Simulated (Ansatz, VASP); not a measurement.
Cu6H in VASP and in Ansatz

INCAR

```
SYSTEM = Cu6H
ALGO = Fast
DIPOL = 0.5 0.5 0.289
EDIFF = 1E-6
ENCUT = 520
GGA = PE
IDIPOL = 3
ISIF = 2
ISMEAR = 0
LASPH = .TRUE.
LCHARG = .FALSE.
LDIPOL = .TRUE.
LREAL = .FALSE.
LWAVE = .FALSE.
NBANDS = 80
NELM = 80
PREC = Accurate
SIGMA = 0.1
```

Contents of KPOINTS:

```
k-points
0
G
  5 5 1
  0 0 0
```

File POSCAR:

```
Cu6H
1.0
    5.1332392722      0.0000000000      0.0000000000
    0.0000000000      5.1332392722      0.0000000000
    0.0000000000      0.0000000000     21.5289058579
Cu H
12 2
Direct
    0.2500000000      0.2500000000      0.1857967157
    0.2500000000      0.7500000000      0.1857967157
    0.7500000000      0.2500000000      0.1857967157
    0.7500000000      0.7500000000      0.1857967157
    0.0000000000      0.0000000000      0.2677566944
    0.0000000000      0.5000000000      0.2677566944
    0.5000000000      0.0000000000      0.2677566944
    0.5000000000      0.5000000000      0.2677566944
    0.2500000000      0.2500000000      0.3497114952
    0.2500000000      0.7500000000      0.3497114952
    0.7500000000      0.2500000000      0.3497114952
    0.7500000000      0.7500000000      0.3497114952
    0.0323012058      1.0000000000      0.4152048375
    0.4676987942      1.0000000000      0.4152048375
```

Input for Ansatz:

```yaml
crystal:
  lattice:
    - [5.1332392722, 0.0, 0.0]
    - [0.0, 5.1332392722, 0.0]
    - [0.0, 0.0, 21.5289058579]
  atoms:
    - { symbol: Cu, position: [0.25, 0.25, 0.1857967157] }
    - { symbol: Cu, position: [0.25, 0.75, 0.1857967157] }
    - { symbol: Cu, position: [0.75, 0.25, 0.1857967157] }
    - { symbol: Cu, position: [0.75, 0.75, 0.1857967157] }
    - { symbol: Cu, position: [0.0, 0.0, 0.2677566944] }
    - { symbol: Cu, position: [0.0, 0.5, 0.2677566944] }
    - { symbol: Cu, position: [0.5, 0.0, 0.2677566944] }
    - { symbol: Cu, position: [0.5, 0.5, 0.2677566944] }
    - { symbol: Cu, position: [0.25, 0.25, 0.3497114952] }
    - { symbol: Cu, position: [0.25, 0.75, 0.3497114952] }
    - { symbol: Cu, position: [0.75, 0.25, 0.3497114952] }
    - { symbol: Cu, position: [0.75, 0.75, 0.3497114952] }
    - { symbol: H, position: [0.0323012058, 1.0, 0.4152048375] }
    - { symbol: H, position: [0.4676987942, 1.0, 0.4152048375] }
basis:
  ecutwfc: 420
kpoints:
  mp_grid: { grid: [5, 5, 1] }
hamiltonian:
  xc: pbe
scf:
  occupations: { method: gaussian, width: 0.1 }
output:
  forces: true
  eigenvalues: true
efield:
  axis: 3
  dipole_correction: true
  ramp_width: 0.04
```

Alike in both runs: task single point; functional PBE; k mesh 5 × 5 × 1; occupations gaussian, width 0.1 eV; no spin polarisation.

|  | VASP | Ansatz |
| --- | --- | --- |
| version | VASP 6.6.1 | Ansatz 0.2.0 |
| potentials or method | VASP PAW PBE potentials, release 64 (Cu, H), cutoff 520 eV | scalar-relativistic, plane waves, PAW |
| valence electrons in the cell | 134 | 230 |

```tsv
	VASP	Ansatz	Ansatz less VASP
gap on the k mesh at the Fermi level (eV)	none	none	-
rms of the force components (eV/Å)	0.468	0.466	-0.0023
```

Atom by atom the forces differ by 0.011 eV/Å (rms over components). A gap of «none» marks a metal or a gap that the smearing closes. VASP's potentials hold 134 valence electrons a cell and Ansatz's 230, so a difference there can come from the potentials and not from the codes.
